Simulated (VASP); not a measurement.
Set up this calculation in VASP 6.6.1, as the native input.

| Item | Value |
| --- | --- |
| Task | single point |
| Functional | PBE |
| Potentials or basis | VASP PAW PBE potentials, release 64 (Rh_pv) |
| Cutoff | 520 eV |
| k mesh | 11 × 11 × 6 |
| Occupations | fermi-dirac, width 0.05 eV |
| Spin | no spin polarisation |
| Dipole correction | no |
| Further INCAR settings | ALGO = Normal; EDIFF = 1e-07; NBANDS = 22 |

The structure of Rh lies in POSCAR:

```
Rh
1.0
    2.6940693954      0.0000000000      0.0000000000
   -1.3470346977      2.3331325361      0.0000000000
    0.0000000000      0.0000000000      4.3686372171
Rh
2
Direct
    0.3333333333      0.6666666667      0.2500000000
    0.6666666667      0.3333333333      0.7500000000
```

The input as run:

INCAR

```
SYSTEM = Rh
PREC = Accurate ; ENCUT = 520
EDIFF = 1E-7 ; ISMEAR = -1
SIGMA = 0.05 ; LREAL = .False.
LASPH = .True. ; NELM = 80
ALGO = Normal ; ISIF = 2
LWAVE = .False. ; LCHARG = .True.
GGA = PE ; LELF = .True.
LVHAR = .True. ; NBANDS = 22
```

KPOINTS

```
Automatic mesh
0
Gamma
  11 11 6
  0 0 0
```

Potentials or basis: VASP PAW PBE potentials, release 64 (Rh_pv).

Run with:

```sh
$ cat potpaw_PBE.64/Rh_pv/POTCAR > POTCAR
$ mpirun -np 1 vasp_std > vasp.out
```

It gave:

```yaml
Pressure: 7.3 GPa
Band_gap_on_the_k_mesh: zero (band 15 reaches 12.64 eV, above the bottom of band 16 at 10.28 eV)
```

It took 18 s on 1 thread of Intel(R) Xeon(R) Platinum 8488C (Sapphire Rapids), with other jobs on the host, peak memory 0.15 GiB.
